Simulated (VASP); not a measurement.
# Sb (R-3m) in VASP: further runs

The runs below take Sb through single point, relaxation of cell and atoms, with PBEsol.

Program: VASP 6.6.1. These are calculated values, not measurements. Logs are shortened: lines on timing, memory, paths and dates and some standing lists are left out, and cuts for length are marked.

## (1) The cell of the first run

It takes space group R-3m (No. 166, trigonal). Conventional cell: a = 4.327 Å, b = 4.327 Å, c = 11.077 Å, α = 90.00°, β = 90.00°, γ = 120.00°. Sb (site symmetry 3m) has 6 Sb at 2.92 to 3.31 Å within 3.8 Å.

## (2) Single point, PBEsol

Input file INCAR:

```
SYSTEM = Sb
  PREC = Accurate
  ENCUT = 500
  EDIFF = 1E-6
  ISMEAR = 0
  SIGMA = 0.05
  LREAL = .FALSE.
  LASPH = .TRUE.
  NELM = 120
  ALGO = Normal
  ISIF = 2
  LWAVE = .FALSE.
  LCHARG = .FALSE.
  GGA = PS
  NBANDS = 12
  GGA_COMPAT = .FALSE.
```

Input file KPOINTS:

```
Automatic mesh
0
G
  7 7 7
  0 0 0
```

Input file POSCAR:

```
Sb
1.0
    2.1635636031      1.2491340287      3.6922389371
   -2.1635636031      1.2491340287      3.6922389371
    0.0000000000     -2.4982680573      3.6922389371
Sb
2
Direct
    0.2351033939      0.2351033939      0.2351033939
    0.7648966061      0.7648966061      0.7648966061
```

Potentials or basis: VASP PAW PBE potentials, release 64 (Sb).

The run is started by

```sh
$ cat potpaw_PBE.64/Sb/POTCAR > POTCAR
$ mpirun -np 1 vasp_std > vasp.out
```

OUTCAR:

```text
SYSTEM = Sb
   PREC = Accurate
   ENCUT = 500
   EDIFF = 1E-6
   ISMEAR = 0
   LREAL = .FALSE.
   LASPH = .TRUE.
   NELM = 120
   ISIF = 2
   GGA = PS

 ion  position               nearest neighbor table
   1  0.235  0.235  0.235-   2 2.92   2 2.92   2 2.92   2 3.31   2 3.31   2 3.31
   2  0.765  0.765  0.765-   1 2.92   1 2.92   1 2.92   1 3.31   1 3.31   1 3.31

  LATTYP: Found a trigonal (rhomboedric) cell.
 ALAT       =     4.4580232901
 COS(alpha) =     0.5289308503

  Lattice vectors:

 A1 = (   2.1635636031,   1.2491340287,   3.6922389371)
 A2 = (  -2.1635636031,   1.2491340287,   3.6922389371)
 A3 = (   0.0000000000,  -2.4982680573,   3.6922389371)

Analysis of symmetry for initial positions (statically):
=====================================================================
 Subroutine PRICEL returns:
 Original cell was already a primitive cell.

 Routine SETGRP: Setting up the symmetry group for a
 trigonal (rhombohedral) supercell.

 Subroutine GETGRP returns: Found 12 space group operations
 (whereof 12 operations were pure point group operations)
 out of a pool of 12 trial point group operations.

The static configuration has the point symmetry D_3d.

Analysis of symmetry for dynamics (positions and initial velocities):
=====================================================================
 Subroutine PRICEL returns:
 Original cell was already a primitive cell.

 Routine SETGRP: Setting up the symmetry group for a
 trigonal (rhombohedral) supercell.

 Subroutine GETGRP returns: Found 12 space group operations
 (whereof 12 operations were pure point group operations)
 out of a pool of 12 trial point group operations.

The dynamic configuration has the point symmetry D_3d.

 Subroutine INISYM returns: Found 12 space group operations
 (whereof 12 operations are pure point group operations),
 and found     1 'primitive' translations

----------------------------------------------------------------------------------------

                                     Primitive cell

  volume of cell :      59.8714

  direct lattice vectors                    reciprocal lattice vectors
     2.163563603  1.249134029  3.692238937     0.231100209  0.133425768  0.090279459
    -2.163563603  1.249134029  3.692238937    -0.231100209  0.133425768  0.090279459
     0.000000000 -2.498268057  3.692238937     0.000000000 -0.266851535  0.090279459

  length of vectors
     4.458023290  4.458023290  4.458023290     0.281709287  0.281709287  0.281709287

  position of ions in fractional coordinates (direct lattice)
[... 91 lines left out ...]
   NUPDOWN=      -1.0000    fix difference up-down
   EMIN   =  10.00;   EMAX   =-10.00  energy-range for DOS
   EFERMI =   0.00;   METHOD = LEGACY
   ISMEAR =     0;   SIGMA  =   0.05  broadening in eV -4-tet -1-fermi 0-gaus
   EFERMI_NEDOS =   21; number of points for ismear=-14 and -15
   IALGO  =     38    algorithm
   IMIX   =      4    mixing-type and parameters
     AMIX     =   0.40;   BMIX     =  1.00
     AMIX_MAG =   1.60;   BMIX_MAG =  1.00
  volume/ion in A,a.u.               =      29.94       202.02
  Fermi-wavevector in a.u.,A,eV,Ry     =   0.901574  1.703729 11.059311  0.812836
  Thomas-Fermi vector in A             =   2.024672
   LORBIT       =      0    0 simple, 1 ext, 2 COOP (PROOUT), +10 PAW based schemes
   GGA     = PS    functional components
   LHFCALC =     F    Hartree Fock is set to
   AEXX    =    0.0000 exact exchange contribution
   IVDW    =     0    specifies the selected vdW correction
   LEPSILON=     F    determine dielectric tensor
   LRPA    =     F    only Hartree local field effects (RPA)
 non-spin polarized calculation
 Gauss-broadening in eV      SIGMA  =   0.05
  energy-cutoff  :      500.00
  volume of cell :       59.87
 maximum number of plane-waves:      1537
 NGX is ok and might be reduce to    36
   NGX = 17   NGY = 17   NGZ = 17

 number of electron      10.0000000 magnetization

 Free energy of the ion-electron system (eV)
  ---------------------------------------------------
  ext. energy  EPLUGINS =         0.00000000
  ---------------------------------------------------
  free energy    TOTEN  =        -9.13652368 eV

  energy without entropy =       -9.13652367  energy(sigma->0) =       -9.13652368

 E-fermi :   7.1186     XC(G=0):  -9.7100

 val. band max:        6.9458056666   @ k =   0.2857   0.1429   0.1429
 cond. band min:       7.2912795748   @ k =   0.4286   0.0000   0.0000
 fundamental gap:      0.3454739082
 Fermi energy:         7.1185551353

 k-point     1 :       0.0000    0.0000    0.0000
  band No.  band energies     occupation
      1      -5.5270      2.00000
      2       2.4806      2.00000
      3       5.2675      2.00000
      4       5.3894      2.00000
      5       5.3894      2.00000
      6       9.4578      0.00000
      7       9.9987      0.00000
      8       9.9987      0.00000
      9      12.1670      0.00000
     10      12.1670      0.00000
     11      12.3585      0.00000
     12      13.7000      0.00000
[... 331 lines left out ...]
 k-point    24 :       0.4286    0.2857    0.1429
  band No.  band energies     occupation
      1      -4.2018      2.00000
      2      -0.4739      2.00000
      3       3.3284      2.00000
      4       4.3432      2.00000
      5       5.8790      2.00000
      6       8.6478      0.00000
      7       9.9016      0.00000
      8      10.5964      0.00000
      9      11.9109      0.00000
     10      14.5402      0.00000
     11      15.4891      0.00000
     12      16.1265      0.00000

 [... further k-points ...]

------------------------ aborting loop because EDIFF is reached ----------------------------------------

  FORCE on cell =-STRESS in cart. coord.  units (eV):
  Direction    XX          YY          ZZ          XY          YZ          ZX
  --------------------------------------------------------------------------------------
  -------------------------------------------------------------------------------------
  Total        0.0762645      0.0762645      0.0510155      0.0000000      0.0000000      0.0000000
  in kB        2.0408611      2.0408611      1.3651907      0.0000000      0.0000000      0.0000000
  external PRESSURE =       1.8156376 kB  Pullay stress =       0.0000000 kB

 VOLUME and BASIS-vectors are now :
 -----------------------------------------------------------------------------
  energy-cutoff  :      500.00
  volume of cell :       59.87
      direct lattice vectors                 reciprocal lattice vectors
     2.163563603  1.249134029  3.692238937     0.231100209  0.133425768  0.090279459
    -2.163563603  1.249134029  3.692238937    -0.231100209  0.133425768  0.090279459
     0.000000000 -2.498268057  3.692238937     0.000000000 -0.266851535  0.090279459

 POSITION                                       TOTAL-FORCE (eV/Angst)
 -----------------------------------------------------------------------------------
      0.00000      0.00000      2.60417         0.000000      0.000000      0.046326
      0.00000      0.00000      8.47254         0.000000     -0.000000     -0.046326
 -----------------------------------------------------------------------------------
    total drift:                                0.000000      0.000000      0.000000

  FREE ENERGIE OF THE ION-ELECTRON SYSTEM (eV)
  ---------------------------------------------------
  free  energy   TOTEN  =        -9.1365236798 eV

  energy  without entropy=       -9.1365236733  energy(sigma->0) =       -9.13652368
```

Wall time 52 s (1 thread of Intel Xeon 8259CL, shared host); peak memory 0.17 GiB.

What came out:

```
Free energy   : -9.1365 eV
Pressure      : 0.2 GPa
Largest force : 0.046 eV/Å
```

Forces on the atoms (eV/Å):
```
Sb   0.000  0.000  0.046
Sb   0.000  0.000 -0.046
```

Levels at points of the mesh, in eV from the Fermi level:
| k point | band 3 | band 4 | band 5 | band 6 | band 7 | band 8 |
| --- | --- | --- | --- | --- | --- | --- |
| (0.00, 0.00, 0.00) | -1.85 | -1.73 | -1.73 | 2.34 | 2.88 | 2.88 |

Caveat: the PAW data sets were made with another functional, which shifts forces and pressure a little; spin-orbit coupling is left out, which moves the levels of the heavy elements.

## (3) Relaxation of cell and atoms, PBEsol

This run uses another cell than the first one, of 30.21 Å³/atom.

Input file INCAR:

```
SYSTEM = Sb
PREC = Accurate
ENCUT = 500
EDIFF = 1E-7
ISMEAR = 0
SIGMA = 0.05
LREAL = .FALSE.
LASPH = .TRUE.
NELM = 120
ALGO = Normal
ISIF = 3
LWAVE = .FALSE.
LCHARG = .FALSE.
GGA = PS
IBRION = 2
NSW = 80
EDIFFG = -0.03
GGA_COMPAT = .FALSE.
NELMIN = 4
```

KPOINTS is that of step 2.

Input file POSCAR:

```
Sb
1.0
    2.1542000000      1.2437279499      3.7580000000
   -2.1542000000      1.2437279499      3.7580000000
    0.0000000000     -2.4874558998      3.7580000000
Sb
2
Direct
    0.2334933333      0.2334933333      0.2334933333
    0.7665066667      0.7665066667      0.7665066667
```

Potentials or basis: VASP PAW PBE potentials, release 64 (Sb).

The run is started by

```sh
$ cat potpaw_PBE.64/Sb/POTCAR > POTCAR
$ mpirun -np 1 vasp_std > vasp.out
```

OUTCAR:

```text
SYSTEM = Sb
   PREC = Accurate
   ENCUT = 500
   EDIFF = 1E-7
   ISMEAR = 0
   LREAL = .FALSE.
   LASPH = .TRUE.
   NELM = 120
   ISIF = 3
   GGA = PS
   IBRION = 2
   NSW = 80
   EDIFFG = -0.03
   NELMIN = 4

 ion  position               nearest neighbor table
   1  0.233  0.233  0.233-   2 2.91   2 2.91   2 2.91   2 3.35   2 3.35   2 3.35
   2  0.767  0.767  0.767-   1 2.91   1 2.91   1 2.91   1 3.35   1 3.35   1 3.35

  LATTYP: Found a trigonal (rhomboedric) cell.
 ALAT       =     4.5066618304
 COS(alpha) =     0.5430253624

  Lattice vectors:

 A1 = (   2.1542000000,   1.2437279499,   3.7580000000)
 A2 = (  -2.1542000000,   1.2437279499,   3.7580000000)
 A3 = (   0.0000000000,  -2.4874558998,   3.7580000000)

Analysis of symmetry for initial positions (statically):
=====================================================================
 Subroutine PRICEL returns:
 Original cell was already a primitive cell.

 Routine SETGRP: Setting up the symmetry group for a
 trigonal (rhombohedral) supercell.

 Subroutine GETGRP returns: Found 12 space group operations
 (whereof 12 operations were pure point group operations)
 out of a pool of 12 trial point group operations.

The static configuration has the point symmetry D_3d.
[... 172 lines left out ...]
  in kB        4.9814405      4.9814405     -2.6444623      0.0000000      0.0000000      0.0000000
  external PRESSURE =       2.4394729 kB  Pullay stress =       0.0000000 kB
[... 131 lines left out ...]
--------------------------------------- Ionic step        5  -------------------------------------------

 number of electron      10.0000000 magnetization

 Free energy of the ion-electron system (eV)
  ---------------------------------------------------
  ext. energy  EPLUGINS =         0.00000000
  ---------------------------------------------------
  free energy    TOTEN  =        -9.13679716 eV

  energy without entropy =       -9.13679715  energy(sigma->0) =       -9.13679716

 E-fermi :   7.0955     XC(G=0):  -9.7060

 val. band max:        6.9230071641   @ k =   0.2857   0.1429   0.1429
 cond. band min:       7.2679435263   @ k =   0.4286  -0.0000   0.0000
 fundamental gap:      0.3449363622
 Fermi energy:         7.0954651527

 k-point     1 :       0.0000    0.0000    0.0000
  band No.  band energies     occupation
      1      -5.5269      2.00000
      2       2.4550      2.00000
      3       5.2621      2.00000
      4       5.3731      2.00000
      5       5.3731      2.00000
      6       9.4711      0.00000
      7       9.9893      0.00000
      8       9.9893      0.00000
      9      12.1327      0.00000
[... 265 lines left out ...]
 k-point    24 :       0.4286    0.2857    0.1429
  band No.  band energies     occupation
      1      -4.1989      2.00000
      2      -0.4936      2.00000
      3       3.3260      2.00000
      4       4.3355      2.00000
      5       5.8489      2.00000
      6       8.6268      0.00000
      7       9.8717      0.00000
      8      10.5852      0.00000
      9      11.8789      0.00000

 [... further k-points ...]

------------------------ aborting loop because EDIFF is reached ----------------------------------------

  FORCE on cell =-STRESS in cart. coord.  units (eV):
  Direction    XX          YY          ZZ          XY          YZ          ZX
  --------------------------------------------------------------------------------------
  -------------------------------------------------------------------------------------
  Total       -0.0035060     -0.0035060      0.0026375      0.0000000      0.0000000     -0.0000000
  in kB       -0.0937059     -0.0937059      0.0704934      0.0000000      0.0000000     -0.0000000
  external PRESSURE =      -0.0389728 kB  Pullay stress =       0.0000000 kB
[... 17 lines left out ...]
  FREE ENERGIE OF THE ION-ELECTRON SYSTEM (eV)
  ---------------------------------------------------
  free  energy   TOTEN  =        -9.1367971589 eV

  energy  without entropy=       -9.1367971521  energy(sigma->0) =       -9.13679716

 reached required accuracy - stopping structural energy minimisation
```

OSZICAR:

```text
N       E                     dE             d eps       ncg     rms          rms(c)
DAV:   1     0.366969687733E+02    0.36697E+02   -0.36302E+03   792   0.847E+02
DAV:   2    -0.750985747584E+01   -0.44207E+02   -0.43035E+02  1101   0.122E+02
DAV:   3    -0.913391915867E+01   -0.16241E+01   -0.16107E+01   986   0.286E+01
DAV:   4    -0.914746326785E+01   -0.13544E-01   -0.13538E-01   944   0.306E+00
[... 35 lines left out ...]
DAV:   3    -0.913680137245E+01    0.58186E-03   -0.15958E-03   846   0.218E-01    0.217E-02
DAV:   4    -0.913679942635E+01    0.19461E-05   -0.33202E-05   864   0.493E-02    0.202E-02
DAV:   5    -0.913679743384E+01    0.19925E-05   -0.52776E-06   975   0.154E-02    0.550E-03
DAV:   6    -0.913679723385E+01    0.19998E-06   -0.66609E-07   817   0.556E-03    0.135E-03
DAV:   7    -0.913679715886E+01    0.74996E-07   -0.22684E-08   403   0.126E-03
   5 F= -.91367972E+01 E0= -.91367972E+01  d E =-.298749E-02
```

It took 2.8 min on 1 thread of Intel Xeon 8259CL, shared host; peak memory 0.18 GiB.

Results:

| Item | Value |
| --- | --- |
| Free energy | -9.1368 eV |
| Relaxed volume | 29.97 Å³/atom |
| Relaxed cell | a = 4.456 Å, b = 4.456 Å, c = 4.456 Å, α = 58.18°, β = 58.18°, γ = 58.18° |
| Space group after relaxing (to 0.1 Å) | R-3m (No. 166) |
| Energy gained by relaxing | 2.7 meV/atom |
| Ionic steps | 5 |
| Pressure after relaxing | 0.0 GPa |
| Largest force after relaxing | 0.009 eV/Å |

Forces on the atoms (eV/Å):
```
Sb   0.000  0.000  0.009
Sb   0.000  0.000 -0.009
```

The path:
| step | energy change (eV) | largest force (eV/Å) | pressure (GPa) | volume (Å³) |
| --- | --- | --- | --- | --- |
| 1 | 0.0000 | 0.1522 | 0.24 | 60.41 |
| 2 | -0.0024 | 0.0545 | -0.39 | 60.81 |
| 3 | -0.0024 | 0.0368 | -0.51 | 60.89 |
| 4 | -0.0044 | 0.0246 | -0.30 | 60.48 |
| 5 | -0.0054 | 0.0088 | 0.00 | 59.94 |

Final structure:
```
Sb
1.0
     2.16628    1.25070    3.68749
    -2.16628    1.25070    3.68749
     0.00000   -2.50141    3.68749
Sb
2
Direct
  0.23545 0.23545 0.23545
  0.76455 0.76455 0.76455
```

Caveat: the PAW data sets were made with another functional, which shifts forces and pressure a little; spin-orbit coupling is left out, which moves the levels of the heavy elements.
